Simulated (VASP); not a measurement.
# AgCl: electric field gradients with PBE

Crystal: AgCl.

```
Ag Cl
1.0
     3.43397    0.01717    0.01717
     0.01717    3.43397    0.01717
     0.01717    0.01717    3.43397
Ag Cl
1 1
Direct
  0.00000 0.00000 0.00000
  0.50000 0.50000 0.50000
```

This cell differs from its parent crystal: equal xy, yz and zx shear strains of +1 %.

| Item | Value |
| --- | --- |
| Program | VASP 6.6.1 |
| Task | electric field gradients |
| Functional | PBE |
| Potentials or basis | VASP PAW PBE potentials, release 64 (Ag, Cl) |
| Cutoff | 520 eV |
| k mesh | 9 × 9 × 9 |
| Occupations | fermi-dirac, width 0.01 eV |
| Spin | no spin polarisation |
| Dipole correction | no |
| Further INCAR settings | ALGO = Normal; EDIFF = 1e-08; NBANDS = 16 |

The pressure is -0.2 GPa, the band gap on the k mesh is 0.58 eV (least direct gap 2.03 eV) and the largest electric field gradient by atom is Ag +4.2; Cl -6.7 V/Å².

Stress tensor (GPa, compression positive):
```
-0.24  0.12  0.12
 0.12 -0.24  0.12
 0.12  0.12 -0.24
```

Levels at points of the mesh, in eV from the valence-band top:
| k point | band 7 | band 8 | band 9 | band 10 | band 11 | band 12 |
| --- | --- | --- | --- | --- | --- | --- |
| (0.00, 0.00, 0.00) | -1.52 | -1.52 | -1.46 | 0.58 | 9.44 | 9.44 |

Electric field gradients, principal values (V/Å²):
```csv
atom,least,middle,greatest (by size)
1 Ag,-2.096,-2.096,4.191
2 Cl,3.343,3.343,-6.685
```

Wall time 40 s on 1 thread of AMD EPYC 7R13 Processor (Zen 3) (shared host), peak memory 0.16 GiB.

Caveat: the cell differs from its parent crystal (equal xy, yz and zx shear strains of +1 %); semilocal functionals underestimate gaps, and a narrow one can read as zero; without QUAD_EFG the Cq values of the log hold for a quadrupole moment of 1 mb, not for the nuclei. A k mesh can miss the band edges.
